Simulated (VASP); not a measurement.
# ZnSe (F-43m) in VASP: a series of runs, part 2 of 2

VASP 6.6.1. Earlier steps stand in the parts before.

## (4) Relaxation of cell and atoms, LDA, target pressure 4 GPa, at which the enthalpy is minimised

The input, INCAR:

```
PREC = Accurate ; ENCUT = 600
EDIFF = 1E-6 ; ISMEAR = 0
SIGMA = 0.01 ; LREAL = F
LASPH = T ; NELM = 60
ALGO = Normal ; ISIF = 3
LWAVE = F ; LCHARG = F
IBRION = 2 ; NSW = 100
EDIFFG = -0.002 ; PSTRESS = 40.0
```

The input, KPOINTS:

```
regular mesh
0
Gamma
  8 8 8
```

The input, POSCAR:

```
ZnSe
1.0
    2.7837594218      2.7837594218      0.0000000000
   -2.7837594218      2.7837594218      0.0000000000
    0.0000000000      2.7837594218      2.7837594218
Zn Se
1 1
Direct
    0.0000000000      0.0000000000      0.0000000000
    0.7500000000      0.2500000000      0.5000000000
```

Potentials or basis: VASP PAW LDA potentials, release 64 (Zn, Se).

Command:

```sh
> cat potpaw_LDA.64/Zn/POTCAR potpaw_LDA.64/Se/POTCAR > POTCAR
> mpirun -np 1 vasp_std > vasp.out
```

OUTCAR:

```text
PREC = Accurate
   ENCUT = 600
   EDIFF = 1E-6
   ISMEAR = 0
   LREAL = F
   LASPH = T
   NELM = 60
   ISIF = 3
   IBRION = 2
   NSW = 100
   EDIFFG = -0.002
   PSTRESS = 40.0

 ion  position               nearest neighbor table
   1  0.000  0.000  0.000-   2 2.41   2 2.41   2 2.41   2 2.41
   2  0.750  0.250  0.500-   1 2.41   1 2.41   1 2.41   1 2.41

  LATTYP: Found a face centered cubic cell.
 ALAT       =     5.5675188436

  Lattice vectors:

 A1 = (   0.0000000000,   2.7837594218,   2.7837594218)
 A2 = (   2.7837594218,   0.0000000000,   2.7837594218)
 A3 = (   2.7837594218,   2.7837594218,   0.0000000000)

Analysis of symmetry for initial positions (statically):
=====================================================================
 Subroutine PRICEL returns:
 Original cell was already a primitive cell.

 Routine SETGRP: Setting up the symmetry group for a
 face centered cubic supercell.

 Subroutine GETGRP returns: Found 24 space group operations
 (whereof 24 operations were pure point group operations)
 out of a pool of 48 trial point group operations.

The static configuration has the point symmetry T_d .

Analysis of symmetry for dynamics (positions and initial velocities):
=====================================================================
 Subroutine PRICEL returns:
 Original cell was already a primitive cell.

 Routine SETGRP: Setting up the symmetry group for a
 face centered cubic supercell.

 Subroutine GETGRP returns: Found 24 space group operations
 (whereof 24 operations were pure point group operations)
 out of a pool of 48 trial point group operations.

The dynamic configuration has the point symmetry T_d .

 Subroutine INISYM returns: Found 24 space group operations
 (whereof 24 operations are pure point group operations),
 and found     1 'primitive' translations

----------------------------------------------------------------------------------------

                                     Primitive cell

  volume of cell :      43.1445

  direct lattice vectors                    reciprocal lattice vectors
     2.783759422  2.783759422  0.000000000     0.179613222  0.179613222 -0.179613222
[... 97 lines left out ...]
   NELECT =      18.0000    total number of electrons
   NUPDOWN=      -1.0000    fix difference up-down
   EMIN   =  10.00;   EMAX   =-10.00  energy-range for DOS
   EFERMI =   0.00;   METHOD = LEGACY
   ISMEAR =     0;   SIGMA  =   0.01  broadening in eV -4-tet -1-fermi 0-gaus
   EFERMI_NEDOS =   21; number of points for ismear=-14 and -15
   IALGO  =     38    algorithm
   IMIX   =      4    mixing-type and parameters
     AMIX     =   0.40;   BMIX     =  1.00
     AMIX_MAG =   1.60;   BMIX_MAG =  1.00
  volume/ion in A,a.u.               =      21.57       145.58
  Fermi-wavevector in a.u.,A,eV,Ry     =   1.223275  2.311654 20.359769  1.496401
  Thomas-Fermi vector in A             =   2.358391
   LORBIT       =      0    0 simple, 1 ext, 2 COOP (PROOUT), +10 PAW based schemes
   GGA     = CA    functional components
   LHFCALC =     F    Hartree Fock is set to
   AEXX    =    0.0000 exact exchange contribution
   IVDW    =     0    specifies the selected vdW correction
   LEPSILON=     F    determine dielectric tensor
   LRPA    =     F    only Hartree local field effects (RPA)
 conjugate gradient relaxation of ions
 non-spin polarized calculation
 Gauss-broadening in eV      SIGMA  =   0.01
  energy-cutoff  :      600.00
  volume of cell :       43.14
 maximum number of plane-waves:      1459
   NGX = 15   NGY = 15   NGZ = 15

--------------------------------------- Ionic step        1  -------------------------------------------

 number of electron      17.9999993 magnetization

 Free energy of the ion-electron system (eV)
  ---------------------------------------------------
  ext. energy  EPLUGINS =         0.00000000
  ---------------------------------------------------
  free energy    TOTEN  =        -7.37165715 eV

  energy without entropy =       -7.37165715  energy(sigma->0) =       -7.37165715

 E-fermi :   2.1068     XC(G=0):  -9.9380

 val. band max:        1.9920498026   @ k =   0.0000   0.0000   0.0000
 cond. band min:       3.2817452768   @ k =   0.0000   0.0000   0.0000
 fundamental gap:      1.2896954742
 Fermi energy:         2.1068319960

 k-point     1 :       0.0000    0.0000    0.0000
  band No.  band energies     occupation
      1     -11.6547      2.00000
      2      -4.8947      2.00000
      3      -4.8947      2.00000
      4      -4.8947      2.00000
      5      -4.4862      2.00000
      6      -4.4862      2.00000
      7       1.9920      2.00000
      8       1.9920      2.00000
      9       1.9920      2.00000
     10       3.2817      0.00000
     11       7.6748      0.00000
     12       7.6748      0.00000
     13       7.6748      0.00000
[... 633 lines left out ...]
--------------------------------------- Ionic step        8  -------------------------------------------

 number of electron      18.0000013 magnetization

 Free energy of the ion-electron system (eV)
  ---------------------------------------------------
  ext. energy  EPLUGINS =         0.00000000
  ---------------------------------------------------
  free energy    TOTEN  =        -7.34690277 eV

  energy without entropy =       -7.34690277  energy(sigma->0) =       -7.34690277

 E-fermi :   2.4865     XC(G=0): -10.1426

 val. band max:        2.4251075145   @ k =   0.0000   0.0000   0.0000
 cond. band min:       3.9087116668   @ k =   0.0000   0.0000   0.0000
 fundamental gap:      1.4836041523
 Fermi energy:         2.4864903406

 k-point     1 :       0.0000    0.0000    0.0000
  band No.  band energies     occupation
      1     -11.5470      2.00000
      2      -4.6613      2.00000
      3      -4.6613      2.00000
      4      -4.6613      2.00000
      5      -4.2082      2.00000
      6      -4.2082      2.00000
      7       2.4251      2.00000
      8       2.4251      2.00000
      9       2.4251      2.00000
     10       3.9087      0.00000
     11       8.0839      0.00000
     12       8.0839      0.00000
     13       8.0839      0.00000
[... 401 lines left out ...]
  energy  without entropy=       -7.3469027725  energy(sigma->0) =       -7.34690277

  enthalpy is  TOTEN    =        -6.3171519128 eV   P V=        1.0297508597

 reached required accuracy - stopping structural energy minimisation
```

OSZICAR:

```text
N       E                     dE             d eps       ncg     rms          rms(c)
DAV:   1     0.893502074099E+02    0.89350E+02   -0.97357E+03   754   0.178E+03
DAV:   2    -0.149858055196E+01   -0.90849E+02   -0.87166E+02   794   0.294E+02
DAV:   3    -0.762017949914E+01   -0.61216E+01   -0.60827E+01   919   0.748E+01
DAV:   4    -0.768362735817E+01   -0.63448E-01   -0.63430E-01   804   0.813E+00
[... 57 lines left out ...]
   7 F= -.63171507E+01 E0= -.63171507E+01  d E =-.808861E-05
       N       E                     dE             d eps       ncg     rms          rms(c)
DAV:   1    -0.734690965881E+01    0.19008E-03   -0.89782E-05   914   0.220E-01    0.188E-02
DAV:   2    -0.734690354232E+01    0.61165E-05   -0.22808E-05   889   0.148E-01    0.718E-03
DAV:   3    -0.734690277250E+01    0.76982E-06   -0.69281E-07   377   0.113E-02
   8 F= -.63171519E+01 E0= -.63171519E+01  d E =-.934315E-05
```

It took 100 s on 1 thread of Intel Xeon 8259CL, shared host; peak memory 0.17 GiB.

What came out:

```yaml
Free_energy: -7.3469 eV
Relaxed_volume: 20.62 Å³/atom
Relaxed_cell: a = 3.878 Å, b = 3.878 Å, c = 3.878 Å, α = 60.00°, β = 60.00°, γ = 90.00°
Space_group_after_relaxing_to_0.1_Å: F-43m (No. 216)
Energy_change_on_relaxing_the_run_minimises_the_enthalpy: +12.4 meV/atom
Ionic_steps: 8
Pressure_after_relaxing: 4.0 GPa
Band_gap_on_the_k_mesh: 1.48 eV
```

The path:
```csv
step,energy change (eV),largest force (eV/Å),pressure (GPa),volume (Å³)
1,0.0000,0.0000,0.34,43.14
2,0.0611,0.0000,6.65,40.14
3,0.0249,0.0000,3.98,41.24
4,0.0258,0.0000,4.10,41.20
5,0.0240,0.0000,3.95,41.28
6,0.0250,0.0000,4.04,41.23
7,0.0246,0.0000,3.97,41.25
8,0.0248,0.0000,3.99,41.25
```

Final structure:
```
CELL_PARAMETERS angstrom
2.74232 2.74232 0.00000
-2.74232 2.74232 0.00000
0.00000 2.74232 2.74232
ATOMIC_POSITIONS crystal
Zn 0.00000 0.00000 0.00000
Se 0.75000 0.25000 0.50000
```

Caveat: the cell is relaxed towards a set pressure, so the run minimises the enthalpy, not the energy. LDA usually gives volumes a few per cent too small.

## (5) Relaxation of cell and atoms, LDA, target pressure 7 GPa, at which the enthalpy is minimised

The input, INCAR:

```
SYSTEM = ZnSe
  ALGO = Normal
  EDIFF = 1E-7
  EDIFFG = -0.002
  ENCUT = 600
  IBRION = 2
  ISIF = 3
  ISMEAR = 0
  LASPH = .TRUE.
  LCHARG = .FALSE.
  LREAL = .FALSE.
  LWAVE = .FALSE.
  NELM = 100
  NSW = 100
  PREC = Accurate
  PSTRESS = 70.0
  SIGMA = 0.01
```

The input, KPOINTS:

```
k-points
0
G
  8 8 8
  0 0 0
```

POSCAR is that of step 4.

Command:

```sh
> cat potpaw_LDA.64/Zn/POTCAR potpaw_LDA.64/Se/POTCAR > POTCAR
> mpirun -np 1 vasp_std > vasp.out
```

Wall time 94 s (1 thread of Intel Xeon 8259CL, shared host); peak memory 0.18 GiB.

The run converged. Its results:

```
Free energy                                                : -7.3035 eV
Relaxed volume                                             : 19.98 Å³/atom
Relaxed cell                                               : a = 3.838 Å, b = 3.838 Å, c = 3.838 Å, α = 60.00°, β = 60.00°, γ = 90.00°
Space group after relaxing (to 0.1 Å)                      : F-43m (No. 216)
Energy change on relaxing (the run minimises the enthalpy) : +34.1 meV/atom
Ionic steps                                                : 6
Pressure after relaxing                                    : 7.0 GPa
Band gap on the k mesh                                     : 1.62 eV
```

The path:
```tsv
step	energy change (eV)	largest force (eV/Å)	pressure (GPa)	volume (Å³)
1	0.0000	0.0000	0.33	43.14
2	0.2060	0.0000	13.47	37.78
3	0.0674	0.0000	6.96	39.99
4	0.0701	0.0000	7.10	39.93
5	0.0673	0.0000	6.96	39.99
6	0.0682	0.0000	6.99	39.97
```

Final structure:
```
CELL_PARAMETERS angstrom
2.71372 2.71372 0.00000
-2.71372 2.71372 0.00000
0.00000 2.71372 2.71372
ATOMIC_POSITIONS crystal
Zn 0.00000 0.00000 0.00000
Se 0.75000 0.25000 0.50000
```

Levels at points of the mesh, in eV from the valence-band top:
```csv
k point,band 6,band 7,band 8,band 9,band 10,band 11,band 12,band 13
"(0.00, 0.00, 0.00)",-6.75,0.00,0.00,0.00,1.62,5.64,5.64,5.64
"(0.50, 0.00, 0.00)",-6.55,-6.19,-1.08,-1.08,2.60,6.24,6.24,8.63
"(0.50, 0.50, 0.00)",-6.52,-5.42,-2.71,-2.71,2.49,3.26,11.56,12.01
```

Caveat: the cell is relaxed towards a set pressure, so the run minimises the enthalpy, not the energy.

## (6) Relaxation of cell and atoms, LDA, target pressure 10 GPa, at which the enthalpy is minimised

The input, INCAR:

```
SYSTEM = ZnSe
ALGO = Normal
EDIFF = 1E-7
EDIFFG = -0.002
ENCUT = 600
IBRION = 2
ISIF = 3
ISMEAR = 0
LASPH = .TRUE.
LCHARG = .FALSE.
LREAL = .FALSE.
LWAVE = .FALSE.
NELM = 60
NSW = 100
PREC = Accurate
PSTRESS = 100.0
SIGMA = 0.01
```

KPOINTS is that of step 5.

POSCAR is that of step 5.

Potentials or basis: VASP PAW LDA potentials, release 64 (Zn, Se).

Command:

```sh
> cat potpaw_LDA.64/Zn/POTCAR potpaw_LDA.64/Se/POTCAR > POTCAR
> mpirun -np 1 vasp_std > vasp.out
```

Wall time 92 s (1 thread of Intel Xeon 8259CL, shared host); peak memory 0.18 GiB.

The run converged. Its results:

| Item | Value |
| --- | --- |
| Free energy | -7.2458 eV |
| Relaxed volume | 19.44 Å³/atom |
| Relaxed cell | a = 3.803 Å, b = 3.803 Å, c = 3.803 Å, α = 60.00°, β = 60.00°, γ = 90.00° |
| Space group after relaxing (to 0.1 Å) | F-43m (No. 216) |
| Energy change on relaxing (the run minimises the enthalpy) | +62.9 meV/atom |
| Ionic steps | 6 |
| Pressure after relaxing | 10.0 GPa |
| Band gap on the k mesh | 1.75 eV |

The path:
```
step  energy change (eV)  largest force (eV/Å)  pressure (GPa)  volume (Å³)
   1              0.0000                0.0000            0.33        43.14
   2              0.4565                0.0000           22.47        35.52
   3              0.1225                0.0000            9.82        38.93
   4              0.1276                0.0000           10.06        38.85
   5              0.1253                0.0000            9.98        38.89
   6              0.1258                0.0000           10.00        38.88
```

Final structure:
```
Zn Se
1.0
     2.68878    2.68878    0.00000
    -2.68878    2.68878    0.00000
     0.00000    2.68878    2.68878
Zn Se
1 1
Cartesian
  0.0000 2.6888 2.6888
  1.3444 4.0332 1.3444
```

Levels at points of the mesh, in eV from the valence-band top:
```tsv
k point	band 5	band 6	band 7	band 8	band 9	band 10	band 11	band 12	band 13
(0.00, 0.00, 0.00)	-6.87	-6.87	0.00	0.00	0.00	1.75	5.62	5.62	5.62
(0.50, 0.00, 0.00)	-6.84	-6.66	-6.39	-1.13	-1.13	2.65	6.22	6.22	8.67
(0.50, 0.50, 0.00)	-6.80	-6.63	-5.55	-2.83	-2.83	2.42	3.24	11.80	12.21
```

Caveat: the cell is relaxed towards a set pressure, so the run minimises the enthalpy, not the energy.

## (7) Summary

| cell | gap on the mesh (eV) | pressure (GPa) |
| --- | --- | --- |
| relaxed to -2 GPa | 1.14 | -2.0 |
| relaxed to 2 GPa | 1.38 | 2.0 |
| relaxed to 4 GPa | 1.48 | 4.0 |
| relaxed to 7 GPa | 1.62 | 7.0 |
| relaxed to 10 GPa | 1.75 | 10.0 |

Alike in all rows: task relaxation of cell and atoms; level LDA; potentials or basis VASP PAW LDA potentials, release 64 (Zn, Se); no spin polarisation; k mesh 8 × 8 × 8; cutoff (eV) 600; smearing gaussian 0.01 eV.

Caveats: the cell is relaxed towards a set pressure, so the run minimises the enthalpy, not the energy.

Absolute energies hang on the potentials; compare differences alone.
